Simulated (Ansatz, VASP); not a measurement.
# Two plane-wave programs on Na

INCAR

```
PREC = Accurate ; ENCUT = 520
EDIFF = 1E-7 ; ISMEAR = -1
SIGMA = 0.1 ; LREAL = F
LASPH = T ; NELM = 60
ALGO = Normal ; ISIF = 2
LWAVE = F ; LCHARG = F
GGA = CA ; NBANDS = 10
```

KPOINTS

```
regular mesh
0
Gamma
  12 12 12
```

Contents of POSCAR:

```
Na
1.0
    0.0000000000      2.6248820296      2.6248820296
    2.6248820296      0.0000000000      2.6248820296
    2.6248820296      2.6248820296      0.0000000000
Na
1
Direct
    0.0000000000      0.0000000000      0.0000000000
```

Input for Ansatz:

```yaml
crystal:
  lattice:
    - [0.0, 2.6248820296, 2.6248820296]
    - [2.6248820296, 0.0, 2.6248820296]
    - [2.6248820296, 2.6248820296, 0.0]
  atoms:
    - { symbol: Na, position: [0.0, 0.0, 0.0] }
hamiltonian:
  xc: lda
  pseudopotentials:
    kind: paw
    azcp:
      Na: "pseudopotentials/Na.paw.azcp"
basis:
  ecutwfc: 420
  fft_grid_basis: typed
kpoints:
  mp_grid: { grid: [12, 12, 12], shift: [0, 0, 0] }
magnetization:
  spin_polarized: false
scf:
  occupations: { method: fermi_dirac, width: 0.1 }
  lower_state_search: "off"
output:
  stress: true
```

Alike in both runs: task single point; functional LDA; k mesh 12 × 12 × 12; occupations fermi-dirac, width 0.1 eV; no spin polarisation.

|  | VASP | Ansatz |
| --- | --- | --- |
| version | VASP 6.6.1 | Ansatz 0.2.0 |
| potentials or method | VASP PAW LDA potentials, release 64 (Na_pv), cutoff 520 eV | plane waves (420 eV) with PAW, scalar-relativistic |
| valence electrons in the cell | 7 | 9 |

|  | VASP | Ansatz | Ansatz less VASP |
| --- | --- | --- | --- |
| pressure (GPa) | -0.6 | -0.6 | +0.02 |

Ansatz warns that its potentials were made for another functional, while VASP's fit it. LDA's correlation is that of Perdew and Zunger in VASP and of Perdew and Wang (1992) in Ansatz. VASP's potentials hold 7 valence electrons a cell and Ansatz's 9, so a difference there can come from the potentials and not from the codes.
